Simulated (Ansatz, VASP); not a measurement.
**Two plane-wave programs on Ge**

```
Ge
1.0
    -1.60842    1.60842    1.87318
     1.60842   -1.60842    1.87318
     1.60842    1.60842   -1.87318
Ge
1
Cartesian
  0.0000 0.0000 1.8732
```

Alike in both runs: functional PBE-based screened hybrid with a share of 0.25 of exact exchange and HFSCREEN = 0.3; k mesh 6 × 6 × 6; occupations fermi-dirac, width 0.05 eV; no spin polarisation.

|  | VASP | Ansatz |
| --- | --- | --- |
| version | VASP 6.6.1 | Ansatz 0.2.0 |
| potentials or method | VASP PAW PBE potentials, release 64 (Ge_d) | Ansatz PAW |
| plane-wave cutoff (eV) | 520 | 420 |
| valence electrons in the cell | 14 | 14 |
| task | single point | band structure |

```tsv
	VASP	Ansatz	Ansatz less VASP
gap on the k mesh at the Fermi level (eV)	none	none	-
pressure (GPa)	-0.9	-1.2	-0.23
traceless stress, the component that is largest in VASP (GPa)	-6.78	-6.78	+0.002
```

VASP's potentials were made for PBE, not for PBE-based screened hybrid. A gap of «none» marks a metal or a gap that the smearing closes.

The k mesh is coarse, so the values compare programs but aren't converged.
